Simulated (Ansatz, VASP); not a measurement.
# One calculation of CaSe, two programs

```
Ca Se
1.0
     0.00000    2.96754    3.06517
     2.96754    0.00000    3.06517
     2.96754    2.96754    0.00000
Ca Se
1 1
Direct
  0.00000 0.00000 0.00000
  0.50000 0.50000 0.50000
```

Change from the starting cell: uniaxial_z strain +3.3%.

Alike in both runs: task single point; functional PBE; k mesh 8 × 8 × 8; occupations fermi-dirac, width 0.02 eV; no spin polarisation.

```csv
,VASP,Ansatz
version,VASP 6.6.1,Ansatz 0.2.0
potentials or method,"VASP PAW PBE potentials, release 64 (Ca_sv, Se)","plane waves, PAW"
plane-wave cutoff (eV),520,420
valence electrons in the cell,16,26
```

|  | VASP | Ansatz | Ansatz less VASP |
| --- | --- | --- | --- |
| gap on the k mesh at the Fermi level (eV) | 2.12 | 2.12 | +0.009 |
| pressure (GPa) | -0.7 | -0.8 | -0.15 |
| traceless stress, the component that is largest in VASP (GPa) | -1.58 | -1.55 | +0.030 |

With one functional, cell and mesh, what is left measures potentials, basis and numerics. VASP's potentials hold 16 valence electrons a cell and Ansatz's 26, so a difference there can come from the potentials and not from the codes.
